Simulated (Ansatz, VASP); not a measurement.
**Two plane-wave programs on Sr**

INCAR

```
SYSTEM = Sr
PREC = Accurate
ENCUT = 520
EDIFF = 1E-7
ISMEAR = 0
SIGMA = 0.1
LREAL = .False.
LASPH = .True.
NELM = 100
ALGO = Fast
ISIF = 2
LWAVE = .False.
LCHARG = .False.
GGA = PE
NBANDS = 17
```

Contents of KPOINTS:

```
regular mesh
0
Gamma
  12 12 6
  0 0 0
```

File POSCAR:

```
Sr
1.0
    4.1957852149      0.0000000000      0.0000000000
   -2.0978926075      3.6336565848      0.0000000000
    0.0000000000      0.0000000000      6.6516750000
Sr
2
Direct
    0.3333333333      0.6666666667      0.2500000000
    0.6666666667      0.3333333333      0.7500000000
```

Input for Ansatz:

```yaml
crystal:
  lattice:
    - [4.1957852149, 0.0, 0.0]
    - [-2.0978926075, 3.6336565848, 0.0]
    - [0.0, 0.0, 6.651675]
  atoms:
    - { symbol: Sr, position: [0.3333333333, 0.6666666667, 0.25] }
    - { symbol: Sr, position: [0.6666666667, 0.3333333333, 0.75] }
basis:
  ecutwfc: 420
kpoints:
  mp_grid: { grid: [12, 12, 6] }
hamiltonian:
  xc: pbe
scf:
  occupations: { method: gaussian, width: 0.1 }
output:
  forces: true
  stress: true
  eigenvalues: true
```

Alike in both runs: task single point; functional PBE; k mesh 12 × 12 × 6; occupations gaussian, width 0.1 eV; no spin polarisation.

|  | VASP | Ansatz |
| --- | --- | --- |
| version | VASP 6.6.1 | Ansatz 0.2.0 |
| potentials or method | VASP PAW PBE potentials, release 64 (Sr_sv), cutoff 520 eV | scalar-relativistic, plane waves, PAW |
| valence electrons in the cell | 20 | 20 |

Ansatz gave:

| Property | Result |
| --- | --- |
| gap on the k mesh at the Fermi level (eV) | none |
| pressure (GPa) | 1.2 |
| traceless stress, the component that is largest in VASP (GPa) | 0.55 |

Q: What did VASP give for the same quantities?

A: gap on the k mesh at the Fermi level (eV): none; pressure (GPa): 1.2; traceless stress, the component that is largest in VASP (GPa): 0.56.

A gap of «none» marks a metal or a gap that the smearing closes.
